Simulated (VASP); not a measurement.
# NbAs (P6_3mc) in VASP: notebook

Runs on NbAs. Level: PBE. Tasks: single point, relaxation of cell and atoms.

Everything below comes from runs of VASP 6.6.1. Logs are shortened: lines on timing, memory, paths and dates and some standing lists are left out, and cuts for length are marked.

## 1. The cell of the first run

It takes space group P6_3mc (No. 186, hexagonal). The conventional cell has a = 3.424 Å, b = 3.424 Å, c = 8.304 Å, α = 90.00°, β = 90.00°, γ = 120.00°. Within 3.5 Å of Nb (site symmetry 3m) lie 4 As at 2.52 to 2.56 Å and 6 Nb at 3.42 Å. As (site symmetry 3m) has 4 Nb at 2.52 to 2.56 Å and 6 As at 3.42 Å within 3.5 Å.

## 2. Single point, PBE

Input file INCAR:

```
  ALGO = Normal
  EDIFF = 1E-6
  ENCUT = 520
  GGA = PE
  ISIF = 2
  ISMEAR = 0
  LASPH = True
  LCHARG = False
  LREAL = False
  LWAVE = False
  NBANDS = 26
  NELM = 60
  PREC = Accurate
  SIGMA = 0.1
```

Input file KPOINTS:

```
k-points
0
Gamma
  6 6 4
```

Input file POSCAR:

```
NbAs
1.0
    3.4235354768      0.0000000000      0.0000000000
   -1.7117677384      2.9648686937      0.0000000000
    0.0000000000      0.0000000000      8.3044421314
Nb As
2 2
Direct
    0.3333333333      0.6666666667      0.3385547853
    0.6666666667      0.3333333333      0.8385547853
    0.3333333333      0.6666666667      0.0345801447
    0.6666666667      0.3333333333      0.5345801447
```

Potentials or basis: VASP PAW PBE potentials, release 64 (Nb_sv, As).

Launch:

```console
$ cat potpaw_PBE.64/Nb_sv/POTCAR potpaw_PBE.64/As/POTCAR > POTCAR
$ mpirun -np 1 vasp_std > vasp.out
```

OUTCAR:

```text
EDIFF = 1E-6
   ENCUT = 520
   GGA = PE
   ISIF = 2
   ISMEAR = 0
   LASPH = True
   LREAL = False
   NELM = 60
   PREC = Accurate

 ion  position               nearest neighbor table
   1  0.333  0.667  0.339-   3 2.52   4 2.56   4 2.56   4 2.56
   2  0.667  0.333  0.839-   4 2.52   3 2.56   3 2.56   3 2.56
   3  0.333  0.667  0.035-   1 2.52   2 2.56   2 2.56   2 2.56
   4  0.667  0.333  0.535-   2 2.52   1 2.56   1 2.56   1 2.56

  LATTYP: Found a hexagonal cell.
 ALAT       =     3.4235354768
 C/A-ratio  =     2.4256918579

  Lattice vectors:

 A1 = (   3.4235354768,   0.0000000000,   0.0000000000)
 A2 = (  -1.7117677384,   2.9648686937,   0.0000000000)
 A3 = (   0.0000000000,   0.0000000000,   8.3044421314)

Analysis of symmetry for initial positions (statically):
=====================================================================
 Subroutine PRICEL returns:
 Original cell was already a primitive cell.

 Routine SETGRP: Setting up the symmetry group for a
 hexagonal supercell.

 Subroutine GETGRP returns: Found 12 space group operations
 (whereof  6 operations were pure point group operations)
 out of a pool of 24 trial point group operations.

The static configuration has the point symmetry C_3v.
 The point group associated with its full space group is C_6v.

Analysis of symmetry for dynamics (positions and initial velocities):
=====================================================================
 Subroutine PRICEL returns:
 Original cell was already a primitive cell.

 Routine SETGRP: Setting up the symmetry group for a
 hexagonal supercell.

 Subroutine GETGRP returns: Found 12 space group operations
 (whereof  6 operations were pure point group operations)
 out of a pool of 24 trial point group operations.

The dynamic configuration has the point symmetry C_3v.
 The point group associated with its full space group is C_6v.

 Subroutine INISYM returns: Found 12 space group operations
 (whereof  6 operations are pure point group operations),
 and found     1 'primitive' translations

----------------------------------------------------------------------------------------

                                     Primitive cell

  volume of cell :      84.2929

  direct lattice vectors                    reciprocal lattice vectors
     3.423535477  0.000000000  0.000000000     0.292095702  0.168641532  0.000000000
    -1.711767738  2.964868694  0.000000000     0.000000000  0.337283065  0.000000000
     0.000000000  0.000000000  8.304442131     0.000000000  0.000000000  0.120417481

  length of vectors
     3.423535477  3.423535477  8.304442131     0.337283065  0.337283065  0.120417481

  position of ions in fractional coordinates (direct lattice)
     0.333333333  0.666666667  0.338554785
     0.666666667  0.333333333  0.838554785
     0.333333333  0.666666667  0.034580145
     0.666666667  0.333333333  0.534580145

  ion indices of the primitive-cell ions
   primitive index   ion index
                 1           1
                 2           2
                 3           3
                 4           4

----------------------------------------------------------------------------------------

 KPOINTS: k-points

Automatic generation of k-mesh.
 Grid dimensions read from file:
 generate k-points for:    6    6    4

 Generating k-lattice:

  Cartesian coordinates                     Fractional coordinates (reciprocal lattice)
     0.048682617  0.028106922  0.000000000     0.166666667  0.000000000  0.000000000
     0.000000000  0.056213844  0.000000000     0.000000000  0.166666667  0.000000000
     0.000000000  0.000000000  0.030104370     0.000000000  0.000000000  0.250000000

  Length of vectors
     0.056213844  0.056213844  0.030104370

  Shift w.r.t. Gamma in fractional coordinates (k-lattice)
     0.000000000  0.000000000  0.000000000

 Subroutine IBZKPT returns following result:
 ===========================================

 Found     21 irreducible k-points:

 Following reciprocal coordinates:
            Coordinates               Weight
  0.000000  0.000000  0.000000      1.000000
  0.166667  0.000000  0.000000      6.000000
  0.333333  0.000000  0.000000      6.000000
  0.500000  0.000000  0.000000      3.000000
  0.166667  0.166667  0.000000      6.000000
  0.333333  0.166667  0.000000     12.000000
[... 13 lines left out ...]
  0.333333  0.166667  0.500000     12.000000
  0.333333  0.333333  0.500000      2.000000
   k-points           NKPTS =     21   k-points in BZ     NKDIM =     21   number of bands    NBANDS=     26
   number of dos      NEDOS =    301   number of ions     NIONS =      4
   total plane-waves  NPLWV =  50176
   dimension x,y,z NGX =    28 NGY =   28 NGZ =   64
   dimension x,y,z NGXF=    56 NGYF=   56 NGZF=  128
   ions per type =               2   2
   NGX,Y,Z   is equivalent  to a cutoff of  13.60, 13.60, 12.81 a.u.
   NGXF,Y,Z  is equivalent  to a cutoff of  27.19, 27.19, 25.62 a.u.
 SYSTEM =  unknown system
   PREC   = accura    normal or accurate (medium, high low for compatibility)
   ISTART =      0    job   : 0-new  1-cont  2-samecut
   ICHARG =      2    charge: 1-file 2-atom 10-const
   ISPIN  =      1    spin polarized calculation?
   LNONCOLLINEAR =      F non collinear calculations
   LSORBIT =      F    spin-orbit coupling
   LASPH  =      T    aspherical Exc in radial PAW
   ENCUT  =  520.0 eV  38.22 Ry    6.18 a.u.   6.37  6.37 15.44*2*pi/ulx,y,z
   NELM   =     60;   NELMIN=  2; NELMDL= -5     # of ELM steps
   EDIFF  = 0.1E-05   stopping-criterion for ELM
   LREAL  =      F    real-space projection
   EDIFFG = 0.1E-04   stopping-criterion for IOM
   NSW    =      0    number of steps for IOM
   IBRION =     -1    ionic relax: 0-MD 1-quasi-New 2-CG
   NFREE  =      0    steps in history (QN), initial steepest desc. (CG)
   ISIF   =      2    stress and relaxation
   ISYM   =      2    0-nonsym 1-usesym 2-fastsym
   POTIM  = 0.5000    time-step for ionic-motion
   TEBEG  =    0.0;   TEEND  =   0.0 temperature during run
   PSTRESS=    0.0 pullay stress
   NELECT =      36.0000    total number of electrons
   NUPDOWN=      -1.0000    fix difference up-down
   EMIN   =  10.00;   EMAX   =-10.00  energy-range for DOS
   EFERMI =   0.00;   METHOD = LEGACY
   ISMEAR =     0;   SIGMA  =   0.10  broadening in eV -4-tet -1-fermi 0-gaus
   EFERMI_NEDOS =   21; number of points for ismear=-14 and -15
   IALGO  =     38    algorithm
   IMIX   =      4    mixing-type and parameters
     AMIX     =   0.40;   BMIX     =  1.00
     AMIX_MAG =   1.60;   BMIX_MAG =  1.00
  volume/ion in A,a.u.               =      21.07       142.21
  Fermi-wavevector in a.u.,A,eV,Ry     =   1.232855  2.329759 20.679930  1.519932
  Thomas-Fermi vector in A             =   2.367609
   LORBIT       =      0    0 simple, 1 ext, 2 COOP (PROOUT), +10 PAW based schemes
   GGA     = PE    functional components
   LHFCALC =     F    Hartree Fock is set to
   AEXX    =    0.0000 exact exchange contribution
   IVDW    =     0    specifies the selected vdW correction
   LEPSILON=     F    determine dielectric tensor
   LRPA    =     F    only Hartree local field effects (RPA)
 non-spin polarized calculation
 Gauss-broadening in eV      SIGMA  =   0.10
  energy-cutoff  :      520.00
  volume of cell :       84.29
 maximum number of plane-waves:      2290
 NGX is ok and might be reduce to    28
   NGX = 13   NGY = 13   NGZ = 31

 number of electron      36.0000000 magnetization

 Free energy of the ion-electron system (eV)
  ---------------------------------------------------
  ext. energy  EPLUGINS =         0.00000000
  ---------------------------------------------------
  free energy    TOTEN  =       -29.41458172 eV

  energy without entropy =      -29.40864434  energy(sigma->0) =      -29.41161303

 E-fermi :   7.1365     XC(G=0): -10.7965

 val. band max:        7.0892322989   @ k =   0.0000   0.0000   0.2500
 cond. band min:       7.1651747610   @ k =   0.3333   0.3333   0.5000
 fundamental gap:      0.0759424621
 Fermi energy:         7.1364636722

 k-point     1 :       0.0000    0.0000    0.0000
  band No.  band energies     occupation
      1     -47.8477      2.00000
      2     -47.8470      2.00000
      3     -24.0208      2.00000
      4     -23.9849      2.00000
      5     -23.7868      2.00000
      6     -23.7868      2.00000
[... 18 lines left out ...]
     25      12.6978      0.00000
     26      12.7047      0.00000

 k-point     2 :       0.1667    0.0000    0.0000
  band No.  band energies     occupation
      1     -47.8418      2.00000
      2     -47.8411      2.00000
      3     -24.0074      2.00000
      4     -23.9757      2.00000
      5     -23.8519      2.00000
      6     -23.8500      2.00000
[... 18 lines left out ...]
     25      11.6283      0.00000
     26      12.8570      0.00000

 k-point     3 :       0.3333    0.0000    0.0000
  band No.  band energies     occupation
      1     -47.8297      2.00000
      2     -47.8293      2.00000
      3     -23.9919      2.00000
      4     -23.9838      2.00000
      5     -23.9668      2.00000
      6     -23.9534      2.00000
[... 18 lines left out ...]
     25      12.0940      0.00000
     26      12.6836      0.00000

 k-point     4 :       0.5000    0.0000    0.0000
  band No.  band energies     occupation
      1     -47.8237      2.00000
      2     -47.8234      2.00000
      3     -24.0468      2.00000
      4     -24.0440      2.00000
      5     -23.9595      2.00000
      6     -23.9487      2.00000
[... 18 lines left out ...]
     25      10.8522      0.00000
     26      12.4902      0.00000
[... 409 lines left out ...]
      1     -47.8325      2.00000
      2     -47.8325      2.00000
      3     -23.9767      2.00000
      4     -23.9767      2.00000
      5     -23.9329      2.00000
      6     -23.9329      2.00000
[... 18 lines left out ...]
     25      11.3230      0.00000
     26      11.3230      0.00000

 k-point    20 :       0.3333    0.1667    0.5000
  band No.  band energies     occupation
      1     -47.8236      2.00000
      2     -47.8236      2.00000
      3     -24.0136      2.00000
      4     -24.0136      2.00000
      5     -23.9534      2.00000
      6     -23.9534      2.00000
[... 18 lines left out ...]
     25      11.0855      0.00000
     26      11.0855      0.00000

 k-point    21 :       0.3333    0.3333    0.5000
  band No.  band energies     occupation
      1     -47.8206      2.00000
      2     -47.8206      2.00000
      3     -23.9786      2.00000
      4     -23.9786      2.00000
      5     -23.9557      2.00000
      6     -23.9557      2.00000
[... 18 lines left out ...]
     25      11.8478      0.00000
     26      11.8478      0.00000

------------------------ aborting loop because EDIFF is reached ----------------------------------------

  FORCE on cell =-STRESS in cart. coord.  units (eV):
  Direction    XX          YY          ZZ          XY          YZ          ZX
  --------------------------------------------------------------------------------------
  -------------------------------------------------------------------------------------
  Total       -0.1227563     -0.1227563      0.1101768      0.0000000      0.0000000      0.0000000
  in kB       -2.3332624     -2.3332624      2.0941606      0.0000000      0.0000000      0.0000000
  external PRESSURE =      -0.8574547 kB  Pullay stress =       0.0000000 kB

 VOLUME and BASIS-vectors are now :
 -----------------------------------------------------------------------------
  energy-cutoff  :      520.00
  volume of cell :       84.29
      direct lattice vectors                 reciprocal lattice vectors
     3.423535477  0.000000000  0.000000000     0.292095702  0.168641532  0.000000000
    -1.711767738  2.964868694  0.000000000     0.000000000  0.337283065  0.000000000
     0.000000000  0.000000000  8.304442131     0.000000000  0.000000000  0.120417481

 POSITION                                       TOTAL-FORCE (eV/Angst)
 -----------------------------------------------------------------------------------
     -0.00000      1.97658      2.81151         0.000000     -0.000000     -0.002035
      1.71177      0.98829      6.96373        -0.000000      0.000000     -0.002035
     -0.00000      1.97658      0.28717         0.000000      0.000000      0.002035
      1.71177      0.98829      4.43939         0.000000      0.000000      0.002035
 -----------------------------------------------------------------------------------
    total drift:                                0.000000      0.000000     -0.002089

  FREE ENERGIE OF THE ION-ELECTRON SYSTEM (eV)
  ---------------------------------------------------
  free  energy   TOTEN  =       -29.4145817225 eV

  energy  without entropy=      -29.4086443443  energy(sigma->0) =      -29.41161303
```

Wall time 52 s (1 thread of Intel Xeon Platinum 8259CL at 2.50GHz (Skylake/Cascade Lake), shared host); peak memory 0.22 GiB.

Results:

| Item | Value |
| --- | --- |
| Free energy | -29.4146 eV |
| Pressure | -0.1 GPa |
| Band gap on the k mesh | zero (bands 18 and 19 overlap by 0.05 eV) |

Forces in eV/Å, atoms in the order of the input:
```
Nb   0.000  0.000 -0.002
Nb   0.000  0.000 -0.002
As   0.000  0.000  0.002
As   0.000  0.000  0.002
```

(Part 1 of 2 ends here.)
